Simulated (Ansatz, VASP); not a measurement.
**Two plane-wave programs on Ti**

```
CELL_PARAMETERS angstrom
0.00000 1.86760 2.11120
1.86760 0.00000 2.11120
1.86760 1.86760 0.00000
ATOMIC_POSITIONS crystal
Ti 0.00000 0.00000 0.00000
```

Change from the starting cell: strain -0.080 along x and y, +0.040 along z, atoms carried along.

Alike in both runs: task single point; functional PBEsol; k mesh 20 × 20 × 20; occupations gaussian, width 0.15 eV; no spin polarisation.

|  | VASP | Ansatz |
| --- | --- | --- |
| version | VASP 6.6.1 | Ansatz 0.2.0 |
| potentials or method | VASP PAW PBE potentials, release 64 (Ti_sv), cutoff 520 eV | scalar-relativistic, plane waves, PAW |
| valence electrons in the cell | 12 | 12 |

Ansatz gave:

```
gap on the k mesh at the Fermi level (eV)                     : none
pressure (GPa)                                                : 17.2
traceless stress, the component that is largest in VASP (GPa) : -1.67
```

**Question.** What did VASP give for the same quantities?

**Answer.** gap on the k mesh at the Fermi level (eV): none; pressure (GPa): 16.7; traceless stress, the component that is largest in VASP (GPa): -1.76.

VASP's potentials were made for PBE, not for PBEsol. A gap of «none» marks a metal or a gap that the smearing closes.
